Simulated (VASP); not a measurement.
Here is a VASP 6.6.1 calculation.

INCAR

```
PREC = Accurate ; ENCUT = 520
EDIFF = 1E-6 ; ISMEAR = 0
SIGMA = 0.1 ; LREAL = False
LASPH = True ; NELM = 60
ALGO = Normal ; ISIF = 2
LWAVE = False ; LCHARG = False
LDIPOL = True ; IDIPOL = 3
DIPOL = 0.5 0.5 0.632 ; GGA = PE
IVDW = 12 ; NBANDS = 17
```

KPOINTS

```
Automatic mesh
0
Gamma
  4 4 1
```

File POSCAR:

```
H3C
1.0
    6.0686302345      0.0000000000      0.0000000000
   -3.0343151173      5.2555879493      0.0000000000
    0.0000000000      0.0000000000     26.4657697968
C H
2 6
Direct
    0.1670255282      0.8337013442      0.6598217794
    0.1662640402      0.8330019304      0.6020618867
    0.0684989064      0.6376295374      0.6741150895
    0.0698895393      0.9328293768      0.6740163188
    0.3635707917      0.9314030999      0.6738454270
    0.2730158160      0.7261155496      0.5907933429
    0.2732066015      1.0466854405      0.5907816870
   -0.0472629259      0.7263854951      0.5908861497
```

Potentials or basis: VASP PAW PBE potentials, release 64 (C, H).

Run with:

```bash
$ cat potpaw_PBE.64/C/POTCAR potpaw_PBE.64/H/POTCAR > POTCAR
$ mpirun -np 1 vasp_std > vasp.out
```

**Question.** Estimate the largest force.

**Answer.** 1.899 eV/Å.

**Question.** Estimate the dispersion energy per atom.

**Answer.** -0.014 eV.

Forces on the atoms (eV/Å):
```
C    0.001 -0.001  0.054
C    0.021  0.027  0.107
H    0.000  0.024  0.199
H    0.021 -0.015  0.197
H   -0.018 -0.010  0.204
H   -1.626  0.935 -0.249
H   -0.002 -1.882 -0.253
H    1.604  0.924 -0.259
```
